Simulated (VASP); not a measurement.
# InPd (Fm-3m) in VASP: notebook, part 3 of 3

VASP 6.6.1. Earlier steps stand in the parts before.

## Step 5: Single point, PBE, collinear spin

This run uses another cell than the first one, of 20.68 Å³/atom.

INCAR reads:

```
PREC     = Accurate       # precision mode
ENCUT    = 520            # plane-wave cutoff, eV
EDIFF    = 1E-6           # SCF threshold, eV
ISMEAR   = 0              # smearing method
SIGMA    = 0.1            # smearing width, eV
LREAL    = False          # projectors in reciprocal space
LASPH    = True           # aspherical terms in the spheres
NELM     = 150            # most SCF steps
ALGO     = Fast           # electronic algorithm
ISIF     = 2              # what is computed and relaxed
LWAVE    = False          # write WAVECAR
LCHARG   = False          # write CHGCAR
ISPIN    = 2              # spin polarisation
MAGMOM   = 0 1            # initial moments
LORBIT   = 11             # projections on sites
LMAXMIX  = 4              # l up to which the mixer works
GGA      = PE             # functional
NBANDS   = 22             # bands
```

KPOINTS reads:

```
Automatic mesh
0
Gamma
  6 6 6
```

POSCAR reads:

```
InPd
1.0
    0.0000000000      2.7449881444      2.7449881444
    2.7449881444      0.0000000000      2.7449881444
    2.7449881444      2.7449881444      0.0000000000
In Pd
1 1
Direct
    0.0000000000      0.0000000000      0.0000000000
    0.5000000000      0.5000000000      0.5000000000
```

Potentials or basis: VASP PAW PBE potentials, release 64 (In_d, Pd).

Launch:

```console
> cat potpaw_PBE.64/In_d/POTCAR potpaw_PBE.64/Pd/POTCAR > POTCAR
> mpirun -np 1 vasp_std > vasp.out
```

OUTCAR:

```text
PREC = Accurate
   ENCUT = 520
   EDIFF = 1E-6
   ISMEAR = 0
   LREAL = False
   LASPH = True
   NELM = 150
   ISIF = 2
   ISPIN = 2
   LORBIT = 11
   GGA = PE

 ion  position               nearest neighbor table
   1  0.000  0.000  0.000-   2 2.74   2 2.74   2 2.74   2 2.74   2 2.74   2 2.74
   2  0.500  0.500  0.500-   1 2.74   1 2.74   1 2.74   1 2.74   1 2.74   1 2.74

  LATTYP: Found a face centered cubic cell.
 ALAT       =     5.4899762888

  Lattice vectors:

 A1 = (   0.0000000000,   2.7449881444,   2.7449881444)
 A2 = (   2.7449881444,   0.0000000000,   2.7449881444)
 A3 = (   2.7449881444,   2.7449881444,   0.0000000000)

Analysis of symmetry for initial positions (statically):
=====================================================================
 Subroutine PRICEL returns:
 Original cell was already a primitive cell.

 Routine SETGRP: Setting up the symmetry group for a
 face centered cubic supercell.

 Subroutine GETGRP returns: Found 48 space group operations
 (whereof 48 operations were pure point group operations)
 out of a pool of 48 trial point group operations.

The static configuration has the point symmetry O_h .

Analysis of symmetry for dynamics (positions and initial velocities):
=====================================================================
 Subroutine PRICEL returns:
 Original cell was already a primitive cell.

 Routine SETGRP: Setting up the symmetry group for a
 face centered cubic supercell.

 Subroutine GETGRP returns: Found 48 space group operations
 (whereof 48 operations were pure point group operations)
 out of a pool of 48 trial point group operations.

The dynamic configuration has the point symmetry O_h .

Analysis of structural, dynamic, and magnetic symmetry:
=====================================================================
 Subroutine PRICEL returns:
 Original cell was already a primitive cell.

 Routine SETGRP: Setting up the symmetry group for a
 face centered cubic supercell.

 Subroutine GETGRP returns: Found 48 space group operations
 (whereof 48 operations were pure point group operations)
 out of a pool of 48 trial point group operations.

The overall configuration has the point symmetry O_h .

 Subroutine INISYM returns: Found 48 space group operations
 (whereof 48 operations are pure point group operations),
 and found     1 'primitive' translations

----------------------------------------------------------------------------------------

                                     Primitive cell

  volume of cell :      41.3668

  direct lattice vectors                    reciprocal lattice vectors
     0.000000000  2.744988144  2.744988144    -0.182150149  0.182150149  0.182150149
     2.744988144  0.000000000  2.744988144     0.182150149 -0.182150149  0.182150149
     2.744988144  2.744988144  0.000000000     0.182150149  0.182150149 -0.182150149

  length of vectors
     3.881999462  3.881999462  3.881999462     0.315493313  0.315493313  0.315493313

  position of ions in fractional coordinates (direct lattice)
     0.000000000  0.000000000  0.000000000
     0.500000000  0.500000000  0.500000000

  ion indices of the primitive-cell ions
   primitive index   ion index
                 1           1
                 2           2

[... 57 lines left out ...]
   LNONCOLLINEAR =      F non collinear calculations
   LSORBIT =      F    spin-orbit coupling
   LASPH  =      T    aspherical Exc in radial PAW
   ENCUT  =  520.0 eV  38.22 Ry    6.18 a.u.   7.22  7.22  7.22*2*pi/ulx,y,z
   NELM   =    150;   NELMIN=  2; NELMDL= -5     # of ELM steps
   EDIFF  = 0.1E-05   stopping-criterion for ELM
   LREAL  =      F    real-space projection
   EDIFFG = 0.1E-04   stopping-criterion for IOM
   NSW    =      0    number of steps for IOM
   IBRION =     -1    ionic relax: 0-MD 1-quasi-New 2-CG
   NFREE  =      0    steps in history (QN), initial steepest desc. (CG)
   ISIF   =      2    stress and relaxation
   ISYM   =      2    0-nonsym 1-usesym 2-fastsym
   POTIM  = 0.5000    time-step for ionic-motion
   TEBEG  =    0.0;   TEEND  =   0.0 temperature during run
   PSTRESS=    0.0 pullay stress
   NELECT =      23.0000    total number of electrons
   NUPDOWN=      -1.0000    fix difference up-down
   EMIN   =  10.00;   EMAX   =-10.00  energy-range for DOS
   EFERMI =   0.00;   METHOD = LEGACY
   ISMEAR =     0;   SIGMA  =   0.10  broadening in eV -4-tet -1-fermi 0-gaus
   EFERMI_NEDOS =   21; number of points for ismear=-14 and -15
   IALGO  =     68    algorithm
   IMIX   =      4    mixing-type and parameters
     AMIX     =   0.40;   BMIX     =  1.00
     AMIX_MAG =   1.60;   BMIX_MAG =  1.00
  volume/ion in A,a.u.               =      20.68       139.58
  Fermi-wavevector in a.u.,A,eV,Ry     =   1.346171  2.543895 24.656165  1.812177
  Thomas-Fermi vector in A             =   2.474025
   LORBIT       =     11    0 simple, 1 ext, 2 COOP (PROOUT), +10 PAW based schemes
   GGA     = PE    functional components
   LHFCALC =     F    Hartree Fock is set to
   AEXX    =    0.0000 exact exchange contribution
   IVDW    =     0    specifies the selected vdW correction
   LEPSILON=     F    determine dielectric tensor
   LRPA    =     F    only Hartree local field effects (RPA)
 spin polarized calculation
 RMM-DIIS sequential band-by-band and
 Gauss-broadening in eV      SIGMA  =   0.10
  energy-cutoff  :      520.00
  volume of cell :       41.37
 maximum number of plane-waves:      1139
 NGX is ok and might be reduce to    30
   NGX = 15   NGY = 15   NGZ = 15

 number of electron      23.0000008 magnetization      -0.0025383

 number of electron      23.0000008 magnetization       0.0000607

 Free energy of the ion-electron system (eV)
  ---------------------------------------------------
  ext. energy  EPLUGINS =         0.00000000
  ---------------------------------------------------
  free energy    TOTEN  =        -8.26815961 eV

  energy without entropy =       -8.25752340  energy(sigma->0) =       -8.26284151

 E-fermi :   8.1735     XC(G=0): -11.2107

 val. band max:        8.1381584505   @ k =   0.5000   0.5000   0.0000
 cond. band min:       8.1875001317   @ k =  -0.3333   0.5000   0.1667
 fundamental gap:      0.0493416811
 Fermi energy:         8.1735396153

 spin component 1

 k-point     1 :       0.0000    0.0000    0.0000
  band No.  band energies     occupation
      1      -6.4256      1.00000
      2      -6.4256      1.00000
      3      -6.3296      1.00000
      4      -6.3296      1.00000
      5      -6.3296      1.00000
      6      -0.6164      1.00000
[... 389 lines left out ...]
     21      26.8838      0.00000
     22      28.0497      0.00000
 Fermi energy:         8.1735396153

 spin component 2

 k-point     1 :       0.0000    0.0000    0.0000
  band No.  band energies     occupation
      1      -6.4256      1.00000
      2      -6.4256      1.00000
      3      -6.3296      1.00000
      4      -6.3296      1.00000
      5      -6.3296      1.00000
      6      -0.6163      1.00000
[... 389 lines left out ...]
     21      26.8840      0.00000
     22      28.0575      0.00000

------------------------ aborting loop because EDIFF is reached ----------------------------------------

  FORCE on cell =-STRESS in cart. coord.  units (eV):
  Direction    XX          YY          ZZ          XY          YZ          ZX
  --------------------------------------------------------------------------------------
  -------------------------------------------------------------------------------------
  Total        0.0566250      0.0566250      0.0566250      0.0000000      0.0000000     -0.0000000
  in kB        2.1931459      2.1931459      2.1931459      0.0000000      0.0000000     -0.0000000
  external PRESSURE =       2.1931459 kB  Pullay stress =       0.0000000 kB

 VOLUME and BASIS-vectors are now :
 -----------------------------------------------------------------------------
  energy-cutoff  :      520.00
  volume of cell :       41.37
      direct lattice vectors                 reciprocal lattice vectors
     0.000000000  2.744988144  2.744988144    -0.182150149  0.182150149  0.182150149
     2.744988144  0.000000000  2.744988144     0.182150149 -0.182150149  0.182150149
     2.744988144  2.744988144  0.000000000     0.182150149  0.182150149 -0.182150149

 POSITION                                       TOTAL-FORCE (eV/Angst)
 -----------------------------------------------------------------------------------
      0.00000      0.00000      0.00000         0.000000      0.000000      0.000000
      2.74499      2.74499      2.74499        -0.000000     -0.000000     -0.000000
 -----------------------------------------------------------------------------------
    total drift:                                0.000000      0.000000      0.000000

  FREE ENERGIE OF THE ION-ELECTRON SYSTEM (eV)
  ---------------------------------------------------
  free  energy   TOTEN  =        -8.2681596134 eV

  energy  without entropy=       -8.2575234031  energy(sigma->0) =       -8.26284151

 total charge

# of ion       s       p       d       tot
------------------------------------------
    1        0.896   0.640   9.873  11.410
    2        0.464   0.317   8.668   9.450
--------------------------------------------------
tot          1.360   0.958  18.541  20.859

 magnetization (x)

# of ion       s       p       d       tot
------------------------------------------
    1        0.000   0.000   0.000   0.000
    2        0.000   0.000  -0.000   0.000
--------------------------------------------------
tot          0.000   0.000   0.000   0.000
```

Wall time 63 s (1 thread of Intel Xeon 8259CL, shared host); peak memory 0.2 GiB.

Results:

| Quantity | Value |
| --- | --- |
| Free energy | -8.2682 eV |
| Pressure | 0.2 GPa |
| Net moment | 0.00 μB per cell |
| Valence electrons inside the program's atomic spheres | In 11.41; Pd 9.45 |

Levels at points of the mesh, in eV from the Fermi level:
Spin up:
```csv
k point,band 8,band 9,band 10,band 11,band 12,band 13,band 14,band 15
"(0.00, 0.00, 0.00)",-2.83,-2.83,-2.59,-2.59,5.39,5.39,5.39,8.77
"(0.50, 0.00, 0.00)",-3.58,-3.58,-2.45,-2.45,-1.38,7.28,7.28,7.32
"(0.50, 0.50, 0.00)",-2.54,-2.38,-2.24,-2.24,-0.04,1.47,1.47,4.64
```
Spin down:
```csv
k point,band 8,band 9,band 10,band 11,band 12,band 13,band 14,band 15
"(0.00, 0.00, 0.00)",-2.83,-2.83,-2.59,-2.59,5.39,5.39,5.39,8.77
"(0.50, 0.00, 0.00)",-3.58,-3.58,-2.45,-2.45,-1.38,7.28,7.28,7.32
"(0.50, 0.50, 0.00)",-2.54,-2.38,-2.24,-2.24,-0.04,1.47,1.47,4.64
```

Caveat: spin-orbit coupling is left out, which moves the levels of the heavy elements.

## Step 6: Summary

| task | spin | cell | cutoff (eV) | gap on the mesh (eV) | pressure (GPa) |
| --- | --- | --- | --- | --- | --- |
| single point | off | a = 3.693 Å, angles 60.0°, 2 atoms | 520 | none | 19.3 |
| single point | off | a = 3.882 Å, angles 60.0°, 2 atoms | 520 | none | 0.2 |
| relaxation of cell and atoms | off | relaxed from a = 3.693 Å, angles 60.0°, 2 atoms | 600 | none | -0.2 |
| single point | collinear | a = 3.882 Å, angles 60.0°, 2 atoms | 520 | none | 0.2 |

Alike in all rows: level PBE; potentials or basis VASP PAW PBE potentials, release 64 (In_d, Pd); k mesh 6 × 6 × 6; smearing gaussian 0.1 eV.

Caveats: spin-orbit coupling is left out, which moves the levels of the heavy elements; the cell stands under pressure (at least some runs); the volume moved by over 15 % at a fixed basis, so the end points are rough (at least some runs).

Total energies depend on the potentials used, so only differences within one code and one set of settings carry meaning.
